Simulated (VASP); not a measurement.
A run of VASP 6.6.1:

The input INCAR:

```
PREC = Accurate
ENCUT = 520
EDIFF = 1E-6
ISMEAR = 0
SIGMA = 0.01
LREAL = False
LASPH = True
NELM = 100
ALGO = Normal
ISIF = 2
LWAVE = False
LCHARG = True
GGA = PE
LELF = True
LVHAR = True
NBANDS = 11
```

The input KPOINTS:

```
Automatic mesh
0
Gamma
  6 6 6
```

Contents of POSCAR:

```
BeS
1.0
    0.0000000000      2.4343062304      2.4343062304
    2.4343062304      0.0000000000      2.4343062304
    2.4343062304      2.4343062304      0.0000000000
Be S
1 1
Direct
    0.0000000000      0.0000000000      0.0000000000
    0.2500000000      0.2500000000      0.2500000000
```

Potentials or basis: VASP PAW PBE potentials, release 64 (Be, S).

Launch:

```bash
$ cat potpaw_PBE.64/Be/POTCAR potpaw_PBE.64/S/POTCAR > POTCAR
$ mpirun -np 1 vasp_std > vasp.out
```

Hardware: 1 thread of AMD EPYC 7R13 Processor (Zen 3), with other jobs on the host.

How long does it take, and how much memory?

It took 5.1 s on 1 thread of AMD EPYC 7R13 Processor (Zen 3), with other jobs on the host, peak memory 0.12 GiB. Counts: scf iterations 12, k points 16.
